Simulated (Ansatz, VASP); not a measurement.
K in VASP and in Ansatz

The input INCAR:

```
SYSTEM = K
PREC = Accurate ; ENCUT = 520
EDIFF = 1E-6 ; ISMEAR = -1
SIGMA = 0.08 ; LREAL = .False.
LASPH = .True. ; NELM = 100
ALGO = Normal ; ISIF = 2
LWAVE = .False. ; LCHARG = .False.
GGA = PS ; NBANDS = 10
```

File KPOINTS:

```
regular mesh
0
Gamma
  10 10 10
  0 0 0
```

Contents of POSCAR:

```
K
1.0
   -2.6180000000      2.6180000000      2.5656400000
    2.6180000000     -2.6180000000      2.5656400000
    2.6180000000      2.6180000000     -2.5656400000
K
1
Direct
    0.0000000000      0.0000000000      0.0000000000
```

Input for Ansatz:

```yaml
crystal:
  lattice:
    - [-2.618, 2.618, 2.56564]
    - [2.618, -2.618, 2.56564]
    - [2.618, 2.618, -2.56564]
  atoms:
    - { symbol: K, position: [0.0, 0.0, 0.0] }
kpoints:
  mp_grid: { grid: [10, 10, 10] }
  band_path:
    path:
      - [0.0, 0.0, 0.0]
      - [0.0, 0.0, 0.5]
      - [-0.5, 0.5, 0.5]
      - [0.0, 0.0, 0.0]
      - [0.4901, 0.4901, -0.4901]
      - [-0.4901, 0.5099, 0.4901]
      - [-0.5, 0.5, 0.5]
      - [0.0, 0.0, 0.5]
      - [0.25, 0.25, 0.25]
    npoints: 5
scf:
  occupations: { method: fermi_dirac, width: 0.08 }
hamiltonian:
  xc: pbesol
  pseudopotentials: { kind: all_electron, lapw: { basis_error: 0.0005 } }
output:
  forces: true
  stress: true
  eigenvalues: true
```

Change from the starting cell: zz strain of -2 %.

Alike in both runs: task single point; functional PBEsol; k mesh 10 × 10 × 10; occupations fermi-dirac, width 0.08 eV; no spin polarisation.

|  | VASP | Ansatz |
| --- | --- | --- |
| version | VASP 6.6.1 | Ansatz 0.2.0 |
| potentials or method | VASP PAW PBE potentials, release 64 (K_sv), cutoff 520 eV | all-electron LAPW, scalar-relativistic |

```tsv
	VASP	Ansatz	Ansatz less VASP
pressure (GPa)	0.0	0.0	+0.01
```

VASP's potentials were made for PBE, not for PBEsol. Ansatz ran all-electron here, and VASP with PAW potentials.
